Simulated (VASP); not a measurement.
# W (Im-3m) in VASP: single point with r2SCAN

Aim: the single point of W with r2SCAN.

Program: VASP 6.6.1. These are calculated values, not measurements. Logs are shortened: lines on timing, memory, paths and dates and some standing lists are left out, and cuts for length are marked.

**1. The cell of the first run**

Symmetry: Im-3m, No. 229, cubic system. Conventional cell: a = 3.216 Å, b = 3.216 Å, c = 3.216 Å, α = 90.00°, β = 90.00°, γ = 90.00°. Within 3.7 Å of W (site symmetry m-3m) lie 14 W at 2.79 to 3.22 Å.

**2. Single point, r2SCAN**

The input, POSCAR:

```
W
1.0
   -1.6081756200      1.6081756200      1.6081756200
    1.6081756200     -1.6081756200      1.6081756200
    1.6081756200      1.6081756200     -1.6081756200
W
1
Direct
    0.0000000000      0.0000000000      0.0000000000
```

The input, INCAR.step1:

```
SYSTEM = W
  ALGO = Normal
  EDIFF = 1E-4
  ENCUT = 520
  GGA = PE
  ISMEAR = -1
  LASPH = .True.
  LCHARG = .False.
  LREAL = .False.
  LWAVE = .True.
  NBANDS = 13
  NELM = 60
  PREC = Accurate
  SIGMA = 0.1
```

The input, INCAR.step2:

```
SYSTEM = W
  ALGO = Normal
  EDIFF = 1E-7
  ENCUT = 520
  ISIF = 2
  ISMEAR = -1
  ISTART = 1
  LASPH = .True.
  LCHARG = .False.
  LMIXTAU = .True.
  LREAL = .False.
  LWAVE = .False.
  METAGGA = R2SCAN
  NBANDS = 13
  NELM = 60
  PREC = Accurate
  SIGMA = 0.1
```

The input, KPOINTS:

```
k-points
0
Gamma
  15 15 15
  0 0 0
```

Potentials or basis: VASP PAW PBE potentials, release 64 (W_sv).

On the command line:

```bash
> cat potpaw_PBE.64/W_sv/POTCAR > POTCAR
> cp INCAR.step1 INCAR
> mpirun -np 1 vasp_std > vasp.out
> cp INCAR.step2 INCAR
> mpirun -np 1 vasp_std > vasp.out
```

OUTCAR:

```text
SYSTEM = W
   EDIFF = 1E-7
   ENCUT = 520
   ISIF = 2
   ISMEAR = -1
   ISTART = 1
   LASPH = .True.
   LREAL = .False.
   METAGGA = R2SCAN
   NELM = 60
   PREC = Accurate

 ion  position               nearest neighbor table
   1  0.000  0.000  0.000-

  LATTYP: Found a body centered cubic cell.
 ALAT       =     3.2163512400

  Lattice vectors:

 A1 = (  -1.6081756200,   1.6081756200,   1.6081756200)
 A2 = (   1.6081756200,  -1.6081756200,   1.6081756200)
 A3 = (   1.6081756200,   1.6081756200,  -1.6081756200)

Analysis of symmetry for initial positions (statically):
=====================================================================
 Subroutine PRICEL returns:
 Original cell was already a primitive cell.

 Routine SETGRP: Setting up the symmetry group for a
 body centered cubic supercell.

 Subroutine GETGRP returns: Found 48 space group operations
 (whereof 48 operations were pure point group operations)
 out of a pool of 48 trial point group operations.

The static configuration has the point symmetry O_h .

Analysis of symmetry for dynamics (positions and initial velocities):
=====================================================================
 Subroutine PRICEL returns:
 Original cell was already a primitive cell.

 Routine SETGRP: Setting up the symmetry group for a
 body centered cubic supercell.

 Subroutine GETGRP returns: Found 48 space group operations
 (whereof 48 operations were pure point group operations)
 out of a pool of 48 trial point group operations.

The dynamic configuration has the point symmetry O_h .

 Subroutine INISYM returns: Found 48 space group operations
 (whereof 48 operations are pure point group operations),
 and found     1 'primitive' translations

----------------------------------------------------------------------------------------

                                     Primitive cell

  volume of cell :      16.6364

  direct lattice vectors                    reciprocal lattice vectors
    -1.608175620  1.608175620  1.608175620     0.000000000  0.310911317  0.310911317
     1.608175620 -1.608175620  1.608175620     0.310911317  0.000000000  0.310911317
     1.608175620  1.608175620 -1.608175620     0.310911317  0.310911317  0.000000000

  length of vectors
     2.785441881  2.785441881  2.785441881     0.439695001  0.439695001  0.439695001

  position of ions in fractional coordinates (direct lattice)
     0.000000000  0.000000000  0.000000000

  ion indices of the primitive-cell ions
   primitive index   ion index
                 1           1

----------------------------------------------------------------------------------------

 KPOINTS: k-points

Automatic generation of k-mesh.
 Grid dimensions read from file:
 generate k-points for:   15   15   15

 Generating k-lattice:

  Cartesian coordinates                     Fractional coordinates (reciprocal lattice)
     0.000000000  0.020727421  0.020727421     0.066666667  0.000000000  0.000000000
     0.020727421  0.000000000  0.020727421     0.000000000  0.066666667  0.000000000
     0.020727421  0.020727421  0.000000000     0.000000000  0.000000000  0.066666667

  Length of vectors
     0.029313000  0.029313000  0.029313000

  Shift w.r.t. Gamma in fractional coordinates (k-lattice)
     0.000000000  0.000000000  0.000000000

 Subroutine IBZKPT returns following result:
 ===========================================

 Found    120 irreducible k-points:

 Following reciprocal coordinates:
            Coordinates               Weight
  0.000000  0.000000  0.000000      1.000000
  0.066667  0.000000  0.000000     12.000000
  0.133333  0.000000  0.000000     12.000000
  0.200000  0.000000  0.000000     12.000000
  0.266667  0.000000  0.000000     12.000000
  0.333333  0.000000  0.000000     12.000000
[... 16 lines left out ...]
  0.333333  0.200000 -0.000000     48.000000
  0.400000  0.200000 -0.000000     24.000000
 [... further k-points ...]
   k-points           NKPTS =    120   k-points in BZ     NKDIM =    120   number of bands    NBANDS=     13
   number of dos      NEDOS =    301   number of ions     NIONS =      1
   total plane-waves  NPLWV =  13824
   dimension x,y,z NGX =    24 NGY =   24 NGZ =   24
   dimension x,y,z NGXF=    48 NGYF=   48 NGZF=   48
   ions per type =               1
   NGX,Y,Z   is equivalent  to a cutoff of  14.32, 14.32, 14.32 a.u.
   NGXF,Y,Z  is equivalent  to a cutoff of  28.65, 28.65, 28.65 a.u.
 SYSTEM =  W
   PREC   = accura    normal or accurate (medium, high low for compatibility)
   ISTART =      1    job   : 0-new  1-cont  2-samecut
   ICHARG =      0    charge: 1-file 2-atom 10-const
   ISPIN  =      1    spin polarized calculation?
   LNONCOLLINEAR =      F non collinear calculations
   LSORBIT =      F    spin-orbit coupling
   LASPH  =      T    aspherical Exc in radial PAW
   ENCUT  =  520.0 eV  38.22 Ry    6.18 a.u.   5.18  5.18  5.18*2*pi/ulx,y,z
   NELM   =     60;   NELMIN=  2; NELMDL=  0     # of ELM steps
   EDIFF  = 0.1E-06   stopping-criterion for ELM
   LREAL  =      F    real-space projection
   EDIFFG = 0.1E-05   stopping-criterion for IOM
   NSW    =      0    number of steps for IOM
   IBRION =     -1    ionic relax: 0-MD 1-quasi-New 2-CG
   NFREE  =      0    steps in history (QN), initial steepest desc. (CG)
   ISIF   =      2    stress and relaxation
   ISYM   =      2    0-nonsym 1-usesym 2-fastsym
   POTIM  = 0.5000    time-step for ionic-motion
   TEBEG  =    0.0;   TEEND  =   0.0 temperature during run
   PSTRESS=    0.0 pullay stress
   NELECT =      14.0000    total number of electrons
   NUPDOWN=      -1.0000    fix difference up-down
   EMIN   =  10.00;   EMAX   =-10.00  energy-range for DOS
   EFERMI =   0.00;   METHOD = LEGACY
   ISMEAR =    -1;   SIGMA  =   0.10  broadening in eV -4-tet -1-fermi 0-gaus
   EFERMI_NEDOS =   21; number of points for ismear=-14 and -15
   IALGO  =     38    algorithm
   IMIX   =      4    mixing-type and parameters
     AMIX     =   0.40;   BMIX     =  1.00
     AMIX_MAG =   1.60;   BMIX_MAG =  1.00
  volume/ion in A,a.u.               =      16.64       112.27
  Fermi-wavevector in a.u.,A,eV,Ry     =   1.545601  2.920762 32.502716  2.388882
  Thomas-Fermi vector in A             =   2.650956
   LORBIT       =      0    0 simple, 1 ext, 2 COOP (PROOUT), +10 PAW based schemes
   METAGGA = R2SCAN    functional components
   LHFCALC =     F    Hartree Fock is set to
   AEXX    =    0.0000 exact exchange contribution
   IVDW    =     0    specifies the selected vdW correction
   LEPSILON=     F    determine dielectric tensor
   LRPA    =     F    only Hartree local field effects (RPA)
 non-spin polarized calculation
  energy-cutoff  :      520.00
  volume of cell :       16.64
 maximum number of plane-waves:       466
 NGX is ok and might be reduce to    24
   NGX = 11   NGY = 11   NGZ = 11

 number of electron      14.0000000 magnetization

 Free energy of the ion-electron system (eV)
  ---------------------------------------------------
  ext. energy  EPLUGINS =         0.00000000
  ---------------------------------------------------
  free energy    TOTEN  =       -51.33164579 eV

  energy without entropy =      -51.31855976  energy(sigma->0) =      -51.32510277

 E-fermi :  10.5600     XC(G=0): -14.6489

 val. band max:       10.5200483493   @ k =  -0.3333   0.4000   0.2667
 cond. band min:      10.6189060869   @ k =   0.4667   0.0667  -0.0000
 fundamental gap:      0.0988577376
 Fermi energy:        10.5600251142

 k-point     1 :       0.0000    0.0000    0.0000
  band No.  band energies     occupation
      1     -65.5807      2.00000
      2     -28.5105      2.00000
      3     -28.5105      2.00000
      4     -28.5105      2.00000
      5       0.7494      2.00000
      6       9.3983      1.99998
      7       9.3983      1.99998
      8       9.3984      1.99998
      9      13.0554      0.00000
     10      13.0555      0.00000
     11      25.7515      0.00000
     12      25.7515      0.00000
     13      25.7515      0.00000

 k-point     2 :       0.0667    0.0000    0.0000
  band No.  band energies     occupation
      1     -65.5755      2.00000
      2     -28.5649      2.00000
      3     -28.5275      2.00000
      4     -28.5107      2.00000
      5       0.9613      2.00000
      6       9.2703      1.99999
      7       9.3671      1.99999
      8       9.6009      1.99986
      9      12.8548      0.00000
     10      13.0558      0.00000
     11      25.9249      0.00000
     12      26.1134      0.00000
     13      26.2360      0.00000

 k-point     3 :       0.1333    0.0000    0.0000
  band No.  band energies     occupation
      1     -65.5606      2.00000
      2     -28.7165      2.00000
      3     -28.5754      2.00000
      4     -28.5112      2.00000
      5       1.5652      2.00000
      6       8.9277      2.00000
      7       9.2271      2.00000
      8      10.1989      1.94736
      9      12.4768      0.00000
     10      13.0710      0.00000
     11      26.2979      0.00000
     12      27.1532      0.00000
     13      27.3401      0.00000
[... 305 lines left out ...]
 k-point    23 :       0.3333    0.2000   -0.0000
  band No.  band energies     occupation
      1     -65.4532      2.00000
      2     -29.5222      2.00000
      3     -29.0253      2.00000
      4     -28.6268      2.00000
      5       5.5396      2.00000
      6       7.3423      2.00000
      7       8.8194      2.00000
      8      12.6688      0.00000
      9      13.9307      0.00000
     10      17.9911      0.00000
     11      20.7029      0.00000
     12      24.3714      0.00000
     13      26.9985      0.00000

 k-point    24 :       0.4000    0.2000   -0.0000
  band No.  band energies     occupation
      1     -65.4489      2.00000
      2     -29.5408      2.00000
      3     -29.0575      2.00000
      4     -28.6290      2.00000
      5       5.5421      2.00000
      6       7.3176      2.00000
      7       9.0903      2.00000
      8      12.7235      0.00000
      9      14.0872      0.00000
     10      18.7191      0.00000
     11      19.9077      0.00000
     12      23.8512      0.00000
     13      26.8508      0.00000

 [... further k-points ...]
[... 5 lines left out ...]
  --------------------------------------------------------------------------------------
  -------------------------------------------------------------------------------------
  Total       -1.2484988     -1.2484988     -1.2484988      0.0000000     -0.0000000      0.0000000
  in kB     -120.2370473   -120.2370473   -120.2370473      0.0000000     -0.0000000      0.0000000
  external PRESSURE =    -120.2370473 kB  Pullay stress =       0.0000000 kB

 VOLUME and BASIS-vectors are now :
 -----------------------------------------------------------------------------
  energy-cutoff  :      520.00
  volume of cell :       16.64
      direct lattice vectors                 reciprocal lattice vectors
    -1.608175620  1.608175620  1.608175620     0.000000000  0.310911317  0.310911317
     1.608175620 -1.608175620  1.608175620     0.310911317  0.000000000  0.310911317
     1.608175620  1.608175620 -1.608175620     0.310911317  0.310911317  0.000000000

 POSITION                                       TOTAL-FORCE (eV/Angst)
 -----------------------------------------------------------------------------------
      0.00000      0.00000      0.00000         0.000000      0.000000      0.000000
 -----------------------------------------------------------------------------------
    total drift:                               -0.000000     -0.000000     -0.000000

  FREE ENERGIE OF THE ION-ELECTRON SYSTEM (eV)
  ---------------------------------------------------
  free  energy   TOTEN  =       -51.3316457924 eV

  energy  without entropy=      -51.3185597570  energy(sigma->0) =      -51.32510277
```

Wall time 86 s (1 thread of AMD EPYC 9R45 (Zen 5), shared host); peak memory 0.13 GiB.

What came out:

```
Free energy            : -51.3316 eV
Pressure               : -12.0 GPa
Band gap on the k mesh : zero (band 7 reaches 15.10 eV, above the bottom of band 8 at 9.40 eV)
```

Levels at points of the mesh, in eV from the Fermi level:
```
           k point  band 3  band 4  band 5  band 6  band 7  band 8  band 9  band 10  band 11  band 12
(0.00, 0.00, 0.00)  -39.07  -39.07   -9.81   -1.16   -1.16   -1.16    2.50     2.50    15.19    15.19
```

Caveat: the PAW data sets were made with another functional, which shifts forces and pressure a little; spin-orbit coupling is left out, which moves the levels of the heavy elements.
